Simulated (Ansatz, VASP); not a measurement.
## TaN: VASP beside Ansatz

The input POSCAR:

```
TaN
1.0
    2.7323076900      0.0000000000      0.0000000000
    0.0000000000      2.7323076900      0.0000000000
    0.0000000000      0.0000000000      2.7323076900
Ta N
1 1
Direct
    0.0000000000      0.0000000000      0.0000000000
    0.5000000000      0.5000000000      0.5000000000
```

File INCAR.step1:

```
SYSTEM = TaN
ALGO = Normal
EDIFF = 1E-5
ENCUT = 770
GGA = PE
GGA_COMPAT = .FALSE.
ISMEAR = 0
ISPIN = 2
LASPH = .TRUE.
LCHARG = .FALSE.
LDAU = .TRUE.
LDAUJ = 0 0
LDAUL = 2 -1
LDAUTYPE = 2
LDAUU = 1 0
LMAXMIX = 4
LREAL = .FALSE.
LWAVE = .TRUE.
MAGMOM = 0.12 0.01
NBANDS = 20
NELM = 200
PREC = Accurate
SIGMA = 0.05
```

INCAR.step2

```
SYSTEM = TaN
ALGO = Normal
EDIFF = 1E-6
ENCUT = 770
GGA_COMPAT = .FALSE.
ISIF = 2
ISMEAR = 0
ISPIN = 2
ISTART = 1
LASPH = .TRUE.
LCHARG = .FALSE.
LDAU = .TRUE.
LDAUJ = 0 0
LDAUL = 2 -1
LDAUPRINT = 1
LDAUTYPE = 2
LDAUU = 1 0
LMAXMIX = 4
LMIXTAU = .TRUE.
LORBIT = 11
LREAL = .FALSE.
LWAVE = .FALSE.
MAGMOM = 0.12 0.01
METAGGA = R2SCAN
NBANDS = 20
NELM = 200
PREC = Accurate
SIGMA = 0.05
```

Contents of KPOINTS:

```
k-points
0
G
  7 7 7
  0 0 0
```

Input for Ansatz:

```yaml
crystal:
  lattice:
    - [2.73230769, 0.0, 0.0]
    - [0.0, 2.73230769, 0.0]
    - [0.0, 0.0, 2.73230769]
  atoms:
    - { symbol: Ta, position: [0.0, 0.0, 0.0], spin: 2.0 }
    - { symbol: "N", position: [0.5, 0.5, 0.5] }
basis:
  ecutwfc: 500
  ecutrho_ratio: 4
kpoints:
  mp_grid: { grid: [7, 7, 7] }
hamiltonian:
  xc: r2scan
  hubbard:
    sites:
      - { site: 0, l: d, u_eff: 1.0, starting_ns: [{ spin: up, occupation_matrix: s0up }, { spin: down, occupation_matrix: s0down }] }
    occupation_matrices:
      s0up:
        matrix:
          - [0.97, 0.0, 0.0, 0.0, 0.0]
          - [0.0, 0.02, 0.0, 0.0, 0.0]
          - [0.0, 0.0, 0.02, 0.0, 0.0]
          - [0.0, 0.0, 0.0, 0.97, 0.0]
          - [0.0, 0.0, 0.0, 0.0, 0.02]
      s0down:
        matrix:
          - [0.02, 0.0, 0.0, 0.0, 0.0]
          - [0.0, 0.02, 0.0, 0.0, 0.0]
          - [0.0, 0.0, 0.02, 0.0, 0.0]
          - [0.0, 0.0, 0.0, 0.02, 0.0]
          - [0.0, 0.0, 0.0, 0.0, 0.02]
    ns_hold: { iters: 10 }
scf:
  occupations: { method: gaussian, width: 0.05 }
  lower_state_search: "off"
  max_iter: 150
output:
  forces: true
  stress: true
  eigenvalues: true
  populations: true
  hubbard: { sites: [{ site: 0, l: d }] }
  write_density: true
  write_potential: true
  elf: true
  volumetric_format: npy
magnetization:
  spin_polarized: true
```

Alike in both runs: task single point; functional r2SCAN; k mesh 7 × 7 × 7; occupations gaussian, width 0.05 eV; collinear spin; Hubbard terms Ta d U = 1.0 eV.

```csv
,VASP,Ansatz
version,VASP 6.6.1,Ansatz 0.2.0
potentials or method,"VASP PAW PBE potentials, release 64 (Ta_sv_GW, N), cutoff 770 eV","scalar-relativistic, plane waves, PAW"
valence electrons in the cell,18,18
```

Ansatz gave:

| Quantity | Value |
| --- | --- |
| gap on the k mesh at the Fermi level (eV) | none |
| pressure (GPa) | 2.7 |
| net moment per atom (μB) | 0.10 |
| size of the moment on the site where the two differ most (μB) | 0.11 |

Q: Estimate VASP's values.

A: gap on the k mesh at the Fermi level (eV): none; pressure (GPa): 4.4; net moment per atom (μB): 0.10; size of the moment on the site where the two differ most (μB): 0.16.

VASP's potentials were made for PBE, not for r2SCAN. Site moments also hang on the region over which each program counts them. The programs project onto different local orbitals, so the same U acts differently, and such runs can settle in different states. A gap of «none» marks a metal or a gap that the smearing closes. Ansatz's warnings: filled band counts differ across k points, seeded moment not kept, specified occupation not kept, stability check not made.

Neither program's run includes spin-orbit coupling.
